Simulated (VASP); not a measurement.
Wanted: the native input for a VASP 6.6.1 run.

- Task: single point
- Functional: PBE
- Potentials or basis: VASP PAW PBE potentials, release 64 (Ce, O)
- Cutoff: 520 eV
- k mesh: 4 × 4 × 4
- Occupations: fermi-dirac, width 0.05 eV
- Spin: no spin polarisation
- Dipole correction: no
- Further INCAR settings: ALGO = Normal; EDIFF = 1e-07; NBANDS = 19

The structure of CeO2 (fluorite type) lies in POSCAR:

```
CeO2
1.0
    0.0000000000      2.7300000000      2.7300000000
    2.7300000000      0.0000000000      2.7300000000
    2.7300000000      2.7300000000      0.0000000000
Ce O
1 2
Direct
    0.0063445085      0.0063445085      0.0063445085
    0.2500000000      0.2500000000      0.2500000000
    0.7500000000      0.7500000000      0.7500000000
```

One way to write it, as run:

INCAR

```
SYSTEM = CeO2
ALGO = Normal ; EDIFF = 1E-7
ENCUT = 520 ; GGA = PE
ISIF = 2 ; ISMEAR = -1
LASPH = .True. ; LCHARG = .False.
LREAL = .False. ; LWAVE = .False.
NBANDS = 19 ; NELM = 60
PREC = Accurate ; SIGMA = 0.05
```

KPOINTS

```
k-points
0
Gamma
  4 4 4
  0 0 0
```

Potentials or basis: VASP PAW PBE potentials, release 64 (Ce, O).

Run with:

```bash
$ cat potpaw_PBE.64/Ce/POTCAR potpaw_PBE.64/O/POTCAR > POTCAR
$ mpirun -np 1 vasp_std > vasp.out
```

It gave:

- Pressure: 0.6 GPa
- Largest force: 0.385 eV/Å
- Band gap on the k mesh: 1.88 eV (least direct gap 1.98 eV)

Caveat: the k points lie up to 0.50 Å⁻¹ apart; spin-orbit coupling is left out, which moves the levels of the heavy elements; semilocal functionals describe open f shells poorly, which spoils levels, moments and volumes.

Run time: 13 s on 1 thread of Intel(R) Xeon(R) 6975P-C (Granite Rapids), on a shared host, peak memory 0.18 GiB.
